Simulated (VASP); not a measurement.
Crystal: Ge.

```
Ge
1.0
     0.00000    2.88598    2.88598
     2.88598    0.00000    2.88598
     2.88598    2.88598    0.00000
Ge
2
Cartesian
  2.8860 2.8860 2.8860
  4.3290 4.3290 4.3290
```

Base run:

```yaml
Program: VASP 6.6.1
Functional: PBE
Potentials_or_basis: VASP PAW PBE potentials, release 64 (Ge_d)
Cutoff: 520 eV
k_mesh: 9 × 9 × 9
Occupations: fermi-dirac, width 0.05 eV
Spin: no spin polarisation
```

Its results: band gap on the k mesh zero (filled and empty bands touch); pressure -0.4 GPa.

**Question.** The run is repeated on the same cell with these changes: k mesh from 9 × 9 × 9 to 2 × 2 × 2. What comes out?

**Answer.** Band gap on the k mesh zero (filled and empty bands overlap); pressure 13.9 GPa.

Caveats: some runs use coarse meshes.
